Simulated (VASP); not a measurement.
# Pt (Fm-3m) in VASP: further runs, part 2 of 4

VASP 6.6.1. The steps go on from the part before.

## 3. Single point, r2SCAN (volume scaled by 0.97)

File POSCAR:

```
Pt
1.0
    0.0000000000      1.9501933741      1.9501933741
    1.9501933741      0.0000000000      1.9501933741
    1.9501933741      1.9501933741      0.0000000000
Pt
1
Direct
    0.0000000000      0.0000000000      0.0000000000
```

File INCAR.step1:

```
SYSTEM = Pt
PREC     = Accurate       ! precision mode
ENCUT    = 520            ! plane-wave cutoff, eV
ISMEAR   = 0              ! smearing method
SIGMA    = 0.1            ! smearing width, eV
LREAL    = .FALSE.        ! projectors in reciprocal space
LASPH    = .TRUE.         ! aspherical terms in the spheres
NELM     = 100            ! most SCF steps
NBANDS   = 11             ! bands
GGA      = PE             ! functional
ALGO     = Normal         ! electronic algorithm
EDIFF    = 1E-4           ! SCF threshold, eV
LWAVE    = .TRUE.         ! write WAVECAR
LCHARG   = .FALSE.        ! write CHGCAR
```

File INCAR.step2:

```
SYSTEM = Pt
PREC     = Accurate       ! precision mode
ENCUT    = 520            ! plane-wave cutoff, eV
EDIFF    = 1E-6           ! SCF threshold, eV
ISMEAR   = 0              ! smearing method
SIGMA    = 0.1            ! smearing width, eV
LREAL    = .FALSE.        ! projectors in reciprocal space
LASPH    = .TRUE.         ! aspherical terms in the spheres
NELM     = 100            ! most SCF steps
ALGO     = Normal         ! electronic algorithm
ISIF     = 2              ! what is computed and relaxed
LWAVE    = .FALSE.        ! write WAVECAR
LCHARG   = .TRUE.         ! write CHGCAR
METAGGA  = R2SCAN         ! meta-GGA
LMIXTAU  = .TRUE.       
LELF     = .TRUE.         ! ELF
LVHAR    = .TRUE.       
NBANDS   = 11             ! bands
ISTART   = 1
```

File KPOINTS:

```
Automatic mesh
0
G
  18 18 18
  0 0 0
```

Potentials or basis: VASP PAW PBE potentials, release 64 (Pt).

Started as:

```
cat potpaw_PBE.64/Pt/POTCAR > POTCAR
cp INCAR.step1 INCAR
mpirun -np 1 vasp_std > vasp.out
cp INCAR.step2 INCAR
mpirun -np 1 vasp_std > vasp.out
```

OUTCAR:

```text
SYSTEM = Pt
   PREC = Accurate
   ENCUT = 520
   EDIFF = 1E-6
   ISMEAR = 0
   LREAL = .FALSE.
   LASPH = .TRUE.
   NELM = 100
   ISIF = 2
   METAGGA = R2SCAN
   ISTART = 1

 ion  position               nearest neighbor table
   1  0.000  0.000  0.000-

  LATTYP: Found a face centered cubic cell.
 ALAT       =     3.9003867482

  Lattice vectors:

 A1 = (   0.0000000000,   1.9501933741,   1.9501933741)
 A2 = (   1.9501933741,   0.0000000000,   1.9501933741)
 A3 = (   1.9501933741,   1.9501933741,   0.0000000000)

Analysis of symmetry for initial positions (statically):
=====================================================================
 Subroutine PRICEL returns:
 Original cell was already a primitive cell.

 Routine SETGRP: Setting up the symmetry group for a
 face centered cubic supercell.

 Subroutine GETGRP returns: Found 48 space group operations
 (whereof 48 operations were pure point group operations)
 out of a pool of 48 trial point group operations.

The static configuration has the point symmetry O_h .

Analysis of symmetry for dynamics (positions and initial velocities):
=====================================================================
 Subroutine PRICEL returns:
 Original cell was already a primitive cell.

 Routine SETGRP: Setting up the symmetry group for a
 face centered cubic supercell.

 Subroutine GETGRP returns: Found 48 space group operations
 (whereof 48 operations were pure point group operations)
 out of a pool of 48 trial point group operations.

The dynamic configuration has the point symmetry O_h .

 Subroutine INISYM returns: Found 48 space group operations
 (whereof 48 operations are pure point group operations),
 and found     1 'primitive' translations

----------------------------------------------------------------------------------------

                                     Primitive cell

  volume of cell :      14.8342

  direct lattice vectors                    reciprocal lattice vectors
     0.000000000  1.950193374  1.950193374    -0.256384832  0.256384832  0.256384832
     1.950193374  0.000000000  1.950193374     0.256384832 -0.256384832  0.256384832
     1.950193374  1.950193374  0.000000000     0.256384832  0.256384832 -0.256384832

  length of vectors
     2.757989919  2.757989919  2.757989919     0.444071555  0.444071555  0.444071555

  position of ions in fractional coordinates (direct lattice)
     0.000000000  0.000000000  0.000000000

  ion indices of the primitive-cell ions
   primitive index   ion index
                 1           1

----------------------------------------------------------------------------------------

 KPOINTS: Automatic mesh

Automatic generation of k-mesh.
 Grid dimensions read from file:
 generate k-points for:   18   18   18

 Generating k-lattice:

  Cartesian coordinates                     Fractional coordinates (reciprocal lattice)
    -0.014243602  0.014243602  0.014243602     0.055555556  0.000000000  0.000000000
     0.014243602 -0.014243602  0.014243602     0.000000000  0.055555556  0.000000000
     0.014243602  0.014243602 -0.014243602     0.000000000  0.000000000  0.055555556

  Length of vectors
     0.024670642  0.024670642  0.024670642

  Shift w.r.t. Gamma in fractional coordinates (k-lattice)
     0.000000000  0.000000000  0.000000000

 Subroutine IBZKPT returns following result:
 ===========================================

 Found    195 irreducible k-points:

 Following reciprocal coordinates:
            Coordinates               Weight
  0.000000  0.000000  0.000000      1.000000
  0.055556  0.000000  0.000000      8.000000
  0.111111  0.000000  0.000000      8.000000
  0.166667  0.000000  0.000000      8.000000
  0.222222  0.000000  0.000000      8.000000
  0.277778  0.000000  0.000000      8.000000
[... 16 lines left out ...]
 -0.277778  0.055556  0.000000     24.000000
 -0.222222  0.055556  0.000000     24.000000
 [... further k-points ...]
   k-points           NKPTS =    195   k-points in BZ     NKDIM =    195   number of bands    NBANDS=     11
   number of dos      NEDOS =    301   number of ions     NIONS =      1
   total plane-waves  NPLWV =  13824
   dimension x,y,z NGX =    24 NGY =   24 NGZ =   24
   dimension x,y,z NGXF=    48 NGYF=   48 NGZF=   48
   ions per type =               1
   NGX,Y,Z   is equivalent  to a cutoff of  14.47, 14.47, 14.47 a.u.
   NGXF,Y,Z  is equivalent  to a cutoff of  28.93, 28.93, 28.93 a.u.
 SYSTEM =  Pt
   PREC   = accura    normal or accurate (medium, high low for compatibility)
   ISTART =      1    job   : 0-new  1-cont  2-samecut
   ICHARG =      0    charge: 1-file 2-atom 10-const
   ISPIN  =      1    spin polarized calculation?
   LNONCOLLINEAR =      F non collinear calculations
   LSORBIT =      F    spin-orbit coupling
   LASPH  =      T    aspherical Exc in radial PAW
   ENCUT  =  520.0 eV  38.22 Ry    6.18 a.u.   5.13  5.13  5.13*2*pi/ulx,y,z
   NELM   =    100;   NELMIN=  2; NELMDL=  0     # of ELM steps
   EDIFF  = 0.1E-05   stopping-criterion for ELM
   LREAL  =      F    real-space projection
   EDIFFG = 0.1E-04   stopping-criterion for IOM
   NSW    =      0    number of steps for IOM
   IBRION =     -1    ionic relax: 0-MD 1-quasi-New 2-CG
   NFREE  =      0    steps in history (QN), initial steepest desc. (CG)
   ISIF   =      2    stress and relaxation
   ISYM   =      2    0-nonsym 1-usesym 2-fastsym
   POTIM  = 0.5000    time-step for ionic-motion
   TEBEG  =    0.0;   TEEND  =   0.0 temperature during run
   PSTRESS=    0.0 pullay stress
   NELECT =      10.0000    total number of electrons
   NUPDOWN=      -1.0000    fix difference up-down
   EMIN   =  10.00;   EMAX   =-10.00  energy-range for DOS
   EFERMI =   0.00;   METHOD = LEGACY
   ISMEAR =     0;   SIGMA  =   0.10  broadening in eV -4-tet -1-fermi 0-gaus
   EFERMI_NEDOS =   21; number of points for ismear=-14 and -15
   IALGO  =     38    algorithm
   IMIX   =      4    mixing-type and parameters
     AMIX     =   0.40;   BMIX     =  1.00
     AMIX_MAG =   1.60;   BMIX_MAG =  1.00
  volume/ion in A,a.u.               =      14.83       100.11
  Fermi-wavevector in a.u.,A,eV,Ry     =   1.435447  2.712601 28.034914  2.060508
  Thomas-Fermi vector in A             =   2.554745
   LORBIT       =      0    0 simple, 1 ext, 2 COOP (PROOUT), +10 PAW based schemes
   METAGGA = R2SCAN    functional components
   LHFCALC =     F    Hartree Fock is set to
   AEXX    =    0.0000 exact exchange contribution
   IVDW    =     0    specifies the selected vdW correction
   LEPSILON=     F    determine dielectric tensor
   LRPA    =     F    only Hartree local field effects (RPA)
 non-spin polarized calculation
 Gauss-broadening in eV      SIGMA  =   0.10
  energy-cutoff  :      520.00
  volume of cell :       14.83
 maximum number of plane-waves:       411
 NGX is ok and might be reduce to    24
   NGX = 11   NGY = 11   NGZ = 11

 number of electron       9.9999999 magnetization

 Free energy of the ion-electron system (eV)
  ---------------------------------------------------
  ext. energy  EPLUGINS =         0.00000000
  ---------------------------------------------------
  free energy    TOTEN  =       -51.48682446 eV

  energy without entropy =      -51.47693503  energy(sigma->0) =      -51.48187975

 E-fermi :  11.3394     XC(G=0): -14.7534

 val. band max:       11.3211789359   @ k =  -0.4444   0.2778   0.0000
 cond. band min:      11.3395454626   @ k =  -0.2778   0.3889   0.1667
 fundamental gap:      0.0183665267
 Fermi energy:        11.3393738144

 k-point     1 :       0.0000    0.0000    0.0000
  band No.  band energies     occupation
      1       0.6442      2.00000
      2       7.3121      2.00000
      3       7.3121      2.00000
      4       7.3121      2.00000
      5       9.5400      2.00000
      6       9.5400      2.00000
      7      26.7683      0.00000
      8      32.0389      0.00000
      9      32.0389      0.00000
     10      32.0389      0.00000
     11      37.9772      0.00000
[... 309 lines left out ...]
 k-point    24 :      -0.2222    0.0556    0.0000
  band No.  band energies     occupation
      1       2.7889      2.00000
      2       6.8061      2.00000
      3       7.7149      2.00000
      4       7.7846      2.00000
      5       9.3560      2.00000
      6      10.0833      2.00000
      7      25.9202      0.00000
      8      28.8110      0.00000
      9      33.6071      0.00000
     10      35.1378      0.00000
     11      36.3750      0.00000

 [... further k-points ...]

------------------------ aborting loop because EDIFF is reached ----------------------------------------

  FORCE on cell =-STRESS in cart. coord.  units (eV):
  Direction    XX          YY          ZZ          XY          YZ          ZX
  --------------------------------------------------------------------------------------
  -------------------------------------------------------------------------------------
  Total        0.9124094      0.9124094      0.9124094     -0.0000000      0.0000000     -0.0000000
  in kB       98.5456124     98.5456124     98.5456124     -0.0000000      0.0000000     -0.0000000
  external PRESSURE =      98.5456124 kB  Pullay stress =       0.0000000 kB

 VOLUME and BASIS-vectors are now :
 -----------------------------------------------------------------------------
  energy-cutoff  :      520.00
  volume of cell :       14.83
      direct lattice vectors                 reciprocal lattice vectors
     0.000000000  1.950193374  1.950193374    -0.256384832  0.256384832  0.256384832
     1.950193374  0.000000000  1.950193374     0.256384832 -0.256384832  0.256384832
     1.950193374  1.950193374  0.000000000     0.256384832  0.256384832 -0.256384832

 POSITION                                       TOTAL-FORCE (eV/Angst)
 -----------------------------------------------------------------------------------
      0.00000      0.00000      0.00000        -0.000000      0.000000      0.000000
 -----------------------------------------------------------------------------------
    total drift:                               -0.000000      0.000000     -0.000000

  FREE ENERGIE OF THE ION-ELECTRON SYSTEM (eV)
  ---------------------------------------------------
  free  energy   TOTEN  =       -51.4868244612 eV

  energy  without entropy=      -51.4769350336  energy(sigma->0) =      -51.48187975
```

Wall time 79 s (1 thread of Intel Xeon Platinum 8488C (Sapphire Rapids), shared host); peak memory 0.17 GiB.

What came out:

```
Free energy            : -51.4868 eV
Pressure               : 9.9 GPa
Band gap on the k mesh : zero (band 5 reaches 11.88 eV, above the bottom of band 6 at 9.44 eV)
```

Caveat: the cell differs from its parent crystal (volume scaled by 0.97); the PAW data sets were made with another functional, which shifts forces and pressure a little; spin-orbit coupling is left out, which moves the levels of the heavy elements.

## 4. Single point, r2SCAN

This run uses another cell than the first one, of 15.29 Å³/atom, 1.064 times its volume.

File POSCAR:

```
Pt
1.0
    0.0000000000      1.9700946810      1.9700946810
    1.9700946810      0.0000000000      1.9700946810
    1.9700946810      1.9700946810      0.0000000000
Pt
1
Direct
    0.0000000000      0.0000000000      0.0000000000
```

File INCAR.step1:

```
PREC = Accurate
ENCUT = 520
ISMEAR = 0
SIGMA = 0.1
LREAL = F
LASPH = T
NELM = 60
NBANDS = 11
GGA = PE
ALGO = Normal
EDIFF = 1E-4
LWAVE = T
LCHARG = F
```

File INCAR.step2:

```
PREC = Accurate
ENCUT = 520
EDIFF = 1E-7
ISMEAR = 0
SIGMA = 0.1
LREAL = F
LASPH = T
NELM = 60
ALGO = Normal
ISIF = 2
LWAVE = F
LCHARG = T
METAGGA = R2SCAN
LMIXTAU = T
LELF = T
LVHAR = T
NBANDS = 11
ISTART = 1
```

File KPOINTS:

```
regular mesh
0
Gamma
  18 18 18
```

Potentials or basis: VASP PAW PBE potentials, release 64 (Pt).

Started as:

```
cat potpaw_PBE.64/Pt/POTCAR > POTCAR
cp INCAR.step1 INCAR
mpirun -np 1 vasp_std > vasp.out
cp INCAR.step2 INCAR
mpirun -np 1 vasp_std > vasp.out
```

OUTCAR:

```text
PREC = Accurate
   ENCUT = 520
   EDIFF = 1E-7
   ISMEAR = 0
   LREAL = F
   LASPH = T
   NELM = 60
   ISIF = 2
   METAGGA = R2SCAN
   ISTART = 1

 ion  position               nearest neighbor table
   1  0.000  0.000  0.000-

  LATTYP: Found a face centered cubic cell.
 ALAT       =     3.9401893620

  Lattice vectors:

 A1 = (   0.0000000000,   1.9700946810,   1.9700946810)
 A2 = (   1.9700946810,   0.0000000000,   1.9700946810)
 A3 = (   1.9700946810,   1.9700946810,   0.0000000000)

Analysis of symmetry for initial positions (statically):
=====================================================================
 Subroutine PRICEL returns:
 Original cell was already a primitive cell.

 Routine SETGRP: Setting up the symmetry group for a
 face centered cubic supercell.

 Subroutine GETGRP returns: Found 48 space group operations
 (whereof 48 operations were pure point group operations)
 out of a pool of 48 trial point group operations.

The static configuration has the point symmetry O_h .

Analysis of symmetry for dynamics (positions and initial velocities):
[... 156 lines left out ...]
  energy without entropy =      -51.49136539  energy(sigma->0) =      -51.49653044

 E-fermi :  10.7506     XC(G=0): -14.5371

 val. band max:       10.7476365514   @ k =   0.4444   0.1111   0.0000
 cond. band min:      10.7506757728   @ k =  -0.2778   0.3889   0.1667
 fundamental gap:      0.0030392214
 Fermi energy:        10.7505778714

 k-point     1 :       0.0000    0.0000    0.0000
  band No.  band energies     occupation
      1       0.4141      2.00000
      2       6.9197      2.00000
      3       6.9197      2.00000
      4       6.9197      2.00000
      5       9.0346      2.00000
      6       9.0346      2.00000
      7      26.2691      0.00000
      8      31.3581      0.00000
      9      31.3581      0.00000
     10      31.3581      0.00000
     11      37.1802      0.00000
[... 309 lines left out ...]
 k-point    24 :      -0.2222    0.0556    0.0000
  band No.  band energies     occupation
      1       2.5076      2.00000
      2       6.4400      2.00000
      3       7.3057      2.00000
      4       7.3718      2.00000
      5       8.8676      2.00000
      6       9.5567      2.00000
      7      25.1479      0.00000
      8      28.1598      0.00000
      9      32.6815      0.00000
     10      34.3000      0.00000
     11      35.5069      0.00000

 [... further k-points ...]
[... 5 lines left out ...]
  --------------------------------------------------------------------------------------
  -------------------------------------------------------------------------------------
  Total        0.0659665      0.0659665      0.0659665     -0.0000000      0.0000000      0.0000000
  in kB        6.9110307      6.9110307      6.9110307     -0.0000000      0.0000000      0.0000000
  external PRESSURE =       6.9110307 kB  Pullay stress =       0.0000000 kB

 VOLUME and BASIS-vectors are now :
 -----------------------------------------------------------------------------
  energy-cutoff  :      520.00
  volume of cell :       15.29
      direct lattice vectors                 reciprocal lattice vectors
     0.000000000  1.970094681  1.970094681    -0.253794909  0.253794909  0.253794909
     1.970094681  0.000000000  1.970094681     0.253794909 -0.253794909  0.253794909
     1.970094681  1.970094681  0.000000000     0.253794909  0.253794909 -0.253794909

 POSITION                                       TOTAL-FORCE (eV/Angst)
 -----------------------------------------------------------------------------------
      0.00000      0.00000      0.00000        -0.000000     -0.000000      0.000000
 -----------------------------------------------------------------------------------
    total drift:                               -0.000000      0.000000     -0.000000

  FREE ENERGIE OF THE ION-ELECTRON SYSTEM (eV)
  ---------------------------------------------------
  free  energy   TOTEN  =       -51.5016955002 eV

  energy  without entropy=      -51.4913653884  energy(sigma->0) =      -51.49653044
```

OUTCAR.step1:

```text
PREC = Accurate
   ENCUT = 520
   ISMEAR = 0
   LREAL = F
   LASPH = T
[... 552 lines left out ...]

 POSITION                                       TOTAL-FORCE (eV/Angst)
 -----------------------------------------------------------------------------------
      0.00000      0.00000      0.00000        -0.000000     -0.000000     -0.000000
 -----------------------------------------------------------------------------------
    total drift:                               -0.000000     -0.000000     -0.000000

  FREE ENERGIE OF THE ION-ELECTRON SYSTEM (eV)
  ---------------------------------------------------
  free  energy   TOTEN  =        -6.0944705979 eV

  energy  without entropy=       -6.0835728593  energy(sigma->0) =       -6.08902173
```

OSZICAR.step1:

```text
N       E                     dE             d eps       ncg     rms          rms(c)
DAV:   1     0.395823042733E+02    0.39582E+02   -0.53681E+03  4426   0.844E+02
DAV:   2    -0.585312597454E+01   -0.45435E+02   -0.43616E+02  4915   0.176E+02
DAV:   3    -0.647221735155E+01   -0.61909E+00   -0.61332E+00  4999   0.195E+01
DAV:   4    -0.647462660166E+01   -0.24093E-02   -0.24090E-02  4934   0.143E+00
DAV:   5    -0.647464603184E+01   -0.19430E-04   -0.19430E-04  5040   0.119E-01    0.124E+01
DAV:   6    -0.613527067158E+01    0.33938E+00   -0.78196E-01  4602   0.703E+00    0.656E+00
DAV:   7    -0.609790289940E+01    0.37368E-01   -0.14056E-01  4962   0.290E+00    0.251E+00
DAV:   8    -0.609470763449E+01    0.31953E-02   -0.65332E-03  4677   0.693E-01    0.583E-01
DAV:   9    -0.609446767786E+01    0.23996E-03   -0.24392E-04  4653   0.134E-01    0.468E-02
DAV:  10    -0.609447059788E+01   -0.29200E-05   -0.51665E-06  2385   0.180E-02
   1 F= -.60944706E+01 E0= -.60890217E+01  d E =-.108977E-01
```

Run time: 86 s. Hardware: 1 thread of Intel Xeon Platinum 8488C (Sapphire Rapids), shared host; peak memory 0.17 GiB.

Results:

```yaml
Free_energy: -51.5017 eV
Pressure: 0.7 GPa
Band_gap_on_the_k_mesh: zero (band 5 reaches 11.26 eV, above the bottom of band 6 at 8.94 eV)
```

Caveat: the PAW data sets were made with another functional, which shifts forces and pressure a little; spin-orbit coupling is left out, which moves the levels of the heavy elements.

(Part 2 of 4 ends here.)
